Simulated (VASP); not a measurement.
# ZnS: single point with PBEsol

The system is ZnS.

```
Zn S
1.0
     1.90307    1.09874    9.35195
    -1.90307    1.09874    9.35195
     0.00000   -2.19748    9.35195
Zn S
3 3
Direct
  0.99997 0.99997 0.99997
  0.22227 0.22227 0.22227
  0.44461 0.44461 0.44461
  0.08327 0.08327 0.08327
  0.52784 0.52784 0.52784
  0.30536 0.30536 0.30536
```

- Program: VASP 6.6.1
- Task: single point
- Functional: PBEsol
- Potentials or basis: VASP PAW PBE potentials, release 64 (Zn, S)
- Cutoff: 520 eV
- k mesh: 2 × 2 × 2
- Occupations: gaussian, width 0.01 eV
- Spin: no spin polarisation
- Dipole correction: no
- Further INCAR settings: ALGO = Normal; EDIFF = 1e-06; NBANDS = 36

The pressure is 2.0 GPa and the largest force is 0.248 eV/Å. The band gap on the k mesh is 1.99 eV.

Forces on the atoms (eV/Å):
```
Zn   0.000  0.000  0.248
Zn   0.000  0.000  0.247
Zn   0.000  0.000  0.233
S    0.000  0.000 -0.237
S    0.000  0.000 -0.242
S    0.000  0.000 -0.248
```

Stress tensor (GPa, compression positive):
```
 4.30  0.00  0.00
 0.00  4.30  0.00
 0.00  0.00 -2.74
```

Levels at points of the mesh, in eV from the valence-band top:
```tsv
k point	band 25	band 26	band 27	band 28	band 29	band 30
(0.00, 0.00, 0.00)	-0.08	0.00	0.00	1.99	3.09	3.24
(0.50, 0.00, 0.00)	-2.00	-1.37	-0.91	3.09	3.67	3.83
(0.50, 0.50, 0.00)	-1.34	-1.32	-1.31	3.11	3.39	4.06
(0.50, 0.50, 0.50)	-0.26	-0.25	-0.25	2.93	3.10	3.25
```

It took 110 s on 1 thread of Intel(R) Xeon(R) Platinum 8375C CPU @ 2.90GHz (Ice Lake), with other jobs on the host, peak memory 0.66 GiB.

Caveat: the k points lie up to 0.96 Å⁻¹ apart; the PAW data sets were made with another functional, which shifts forces and pressure a little.
